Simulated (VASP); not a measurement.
Wanted: the native input for a VASP 6.6.1 run.

| Quantity | Value |
| --- | --- |
| Task | single point |
| Functional | PBE |
| Potentials or basis | VASP PAW PBE potentials, release 64 (Gd) |
| Cutoff | 520 eV |
| k mesh | 10 × 10 × 5 |
| Occupations | fermi-dirac, width 0.05 eV |
| Spin | collinear spin, ferromagnetic start |
| Starting moments | [8.4, 8.4] μB |
| Dipole correction | no |
| Further INCAR settings | ALGO = Normal; EDIFF = 1e-06; NBANDS = 29 |

The structure of Gd lies in POSCAR:

```
Gd
1.0
    3.6360000000      0.0000000000      0.0000000000
   -1.8180000000      3.1488680000      0.0000000000
    0.0000000000      0.0000000000      5.7826000000
Gd
2
Direct
    0.3333333333      0.6666666667      0.2500000000
    0.6666666667      0.3333333333      0.7500000000
```

One way to write it, as run:

INCAR

```
PREC = Accurate
ENCUT = 520
EDIFF = 1E-6
ISMEAR = -1
SIGMA = 0.05
LREAL = False
LASPH = True
NELM = 150
ALGO = Normal
ISIF = 2
LWAVE = False
LCHARG = False
ISPIN = 2
MAGMOM = 8.4 8.4
LORBIT = 11
LMAXMIX = 6
GGA = PE
NBANDS = 29
```

KPOINTS

```
regular mesh
0
Gamma
  10 10 5
```

Potentials or basis: VASP PAW PBE potentials, release 64 (Gd).

Command:

```console
$ cat potpaw_PBE.64/Gd/POTCAR > POTCAR
$ mpirun -np 1 vasp_std > vasp.out
```

It gave:

The pressure is 0.4 GPa and the net moment is 15.32 μB per cell. The site moments are Gd +7.00 μB and the valence electrons inside the program's atomic spheres are Gd 15.19.

It took 7.7 min on 1 thread of Intel(R) Xeon(R) Platinum 8175M CPU @ 2.50GHz (Skylake/Cascade Lake), with other jobs on the host, peak memory 0.3 GiB.
